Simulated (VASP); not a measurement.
Runs of VASP 6.6.1 on Ir. The structure is that of space group Fd-3m (No. 227), or close to it. The cells are those of the table. This isn't the form of Ir at room conditions, which is fcc.

```tsv
cell	k mesh	gap on the mesh (eV)	pressure (GPa)
a = 3.939 Å, angles 60.0°, 2 atoms	34 × 34 × 34	none	-0.6
a = 3.939 Å, angles 60.0°, 2 atoms	17 × 17 × 17	none	-0.6
a = 3.886 Å, angles 60.0°, 2 atoms	17 × 17 × 17	none	(a)
a = 3.913 Å, angles 60.0°, 2 atoms	17 × 17 × 17	none	3.2
```

Alike in all rows: task single point; level PBE; potentials or basis VASP PAW PBE potentials, release 64 (Ir); no spin polarisation; cutoff (eV) 520; smearing fermi-dirac 0.0612256 eV.

Estimate the missing entries.

(a) 7.4.

Caveats: spin-orbit coupling is left out, which moves the levels of the heavy elements; the cell stands under pressure (at least some runs).

A k mesh can miss the band edges, and the runs leave out spin-orbit coupling on Ir.

A gap of «none» marks levels without a gap at the run's occupations.
